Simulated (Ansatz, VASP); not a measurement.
Two plane-wave programs on VCrC2

INCAR

```
SYSTEM = VCrC2
PREC     = Accurate       ! precision mode
ENCUT    = 520            ! plane-wave cutoff, eV
EDIFF    = 1E-7           ! SCF threshold, eV
ISMEAR   = -1             ! smearing method
SIGMA    = 0.05           ! smearing width, eV
LREAL    = .FALSE.        ! projectors in reciprocal space
LASPH    = .TRUE.         ! aspherical terms in the spheres
NELM     = 150            ! most SCF steps
ALGO     = Normal         ! electronic algorithm
ISIF     = 2              ! what is computed and relaxed
LWAVE    = .FALSE.        ! write WAVECAR
LCHARG   = .TRUE.         ! write CHGCAR
ISPIN    = 2              ! spin polarisation
MAGMOM   = 2.28 1.52 0 0  ! initial moments
LORBIT   = 11             ! projections on sites
NUPDOWN  = 3.8            ! fixed moment
LMAXMIX  = 4              ! l up to which the mixer works
GGA      = PS             ! functional
LELF     = .TRUE.         ! ELF
LVHAR    = .TRUE.       
NBANDS   = 28             ! bands
```

The input KPOINTS:

```
regular mesh
0
G
  9 9 9
  0 0 0
```

File POSCAR:

```
VCrC2
1.0
    1.4606320425      0.8432963029      4.7393853233
   -1.4606320425      0.8432963029      4.7393853233
    0.0000000000     -1.6865926058      4.7393853233
Cr V C
1 1 2
Direct
    0.5000000000      0.5000000000      0.5000000000
    0.0000000000      0.0000000000      0.0000000000
    0.2487590000      0.2487590000      0.2487590000
    0.7512410000      0.7512410000      0.7512410000
```

Contents of input.yaml:

```yaml
crystal:
  lattice:
    - [1.4606320425, 0.8432963029, 4.7393853233]
    - [-1.4606320425, 0.8432963029, 4.7393853233]
    - [0.0, -1.6865926058, 4.7393853233]
  atoms:
    - { symbol: Cr, position: [0.5, 0.5, 0.5], spin: 2.28 }
    - { symbol: V, position: [0.0, 0.0, 0.0], spin: 1.52 }
    - { symbol: C, position: [0.248759, 0.248759, 0.248759] }
    - { symbol: C, position: [0.751241, 0.751241, 0.751241] }
hamiltonian:
  xc: pbesol
  pseudopotentials: { kind: paw }
magnetization:
  spin_polarized: true
  initial_magnetization: 3.8
  spin_locking: { lock_magnetization: hard }
kpoints:
  mp_grid: { grid: [9, 9, 9] }
scf:
  occupations: { method: fermi_dirac, width: 0.05 }
  lower_state_search: "off"
output:
  forces: true
  stress: true
  eigenvalues: true
```

Alike in both runs: task single point; functional PBEsol; k mesh 9 × 9 × 9; occupations fermi-dirac, width 0.05 eV; collinear spin; fixed moment 3.8 μB.

```csv
,VASP,Ansatz
version,VASP 6.6.1,Ansatz 0.2.0
potentials or method,"VASP PAW PBE potentials, release 64 (Cr_pv, V_sv, C)",Ansatz PAW
plane-wave cutoff (eV),520,420
valence electrons in the cell,33,35
```

VASP gave:

- pressure (GPa): 9.0
- traceless stress, the component that is largest in VASP (GPa): -0.29
- rms of the force components (eV/Å): 0.057
- net moment per atom (μB): 0.95
- size of the moment on the site where the two differ most (μB): 2.28

Q: Estimate Ansatz's values.

A: Pressure (GPa): 8.6; traceless stress, the component that is largest in VASP (GPa): -0.29; rms of the force components (eV/Å): 0.058; net moment per atom (μB): 0.95; size of the moment on the site where the two differ most (μB): 1.95.

VASP's potentials were made for PBE, not for PBEsol. Site moments also hang on the region over which each program counts them. Atom by atom the forces differ by 0.001 eV/Å (rms over components). With one functional, cell and mesh, what is left measures potentials, basis and numerics. VASP's potentials hold 33 valence electrons a cell and Ansatz's 35, so a difference there can come from the potentials and not from the codes.
